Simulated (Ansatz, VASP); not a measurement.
Given: the input of a run of Ansatz 0.2.0 on As.

File input.yaml:

```yaml
crystal:
  lattice:
    - [2.7392605843, 0.0, 0.0]
    - [0.0, 2.7392605843, 0.0]
    - [0.0, 0.0, 2.7392605843]
  atoms:
    - { symbol: As, position: [0.5, 0.5, 0.5] }
hamiltonian:
  xc: lda
  pseudopotentials: { kind: paw }
kpoints:
  mp_grid: { grid: [10, 10, 10] }
scf:
  occupations: { method: fermi_dirac, width: 0.05 }
output:
  forces: true
  stress: true
  eigenvalues: true
```

Potentials or basis: Ansatz PAW.

Launch:

```bash
$ ansatz run input.yaml --threads 2 --pin off --max-ram 5632MiB --backend cpu --events-out ev --progress --plain --runs-dir out
```

Question: Set up the same calculation for VASP 6.6.1. Potentials there: VASP PAW LDA potentials, release 64 (As_d).

Answer: As run (the cutoff follows the program's own potentials):

INCAR

```
SYSTEM = As
ALGO     = Normal         ! electronic algorithm
EDIFF    = 1E-6           ! SCF threshold, eV
ENCUT    = 600            ! plane-wave cutoff, eV
GGA      = CA             ! functional
GGA_COMPAT= .False.      
ISIF     = 2              ! what is computed and relaxed
ISMEAR   = -1             ! smearing method
LASPH    = .True.         ! aspherical terms in the spheres
LCHARG   = .False.        ! write CHGCAR
LREAL    = .False.        ! projectors in reciprocal space
LWAVE    = .False.        ! write WAVECAR
NBANDS   = 14             ! bands
NELM     = 120            ! most SCF steps
PREC     = Accurate       ! precision mode
SIGMA    = 0.05           ! smearing width, eV
```

The input KPOINTS:

```
k-points
0
Gamma
  10 10 10
  0 0 0
```

Contents of POSCAR:

```
As
1.0
    2.7392605843      0.0000000000      0.0000000000
    0.0000000000      2.7392605843      0.0000000000
    0.0000000000      0.0000000000      2.7392605843
As
1
Direct
    0.5000000000      0.5000000000      0.5000000000
```

Potentials or basis: VASP PAW LDA potentials, release 64 (As_d).

Launch:

```sh
$ cat potpaw_LDA.64/As_d/POTCAR > POTCAR
$ mpirun -np 1 vasp_std > vasp.out
```

Both were run:

|  | VASP | Ansatz | Ansatz less VASP |
| --- | --- | --- | --- |
| gap on the k mesh at the Fermi level (eV) | none | none | - |
| pressure (GPa) | -5.8 | -6.1 | -0.30 |

LDA's correlation is that of Perdew and Zunger in VASP and of Perdew and Wang (1992) in Ansatz. A gap of «none» marks a metal or a gap that the smearing closes.
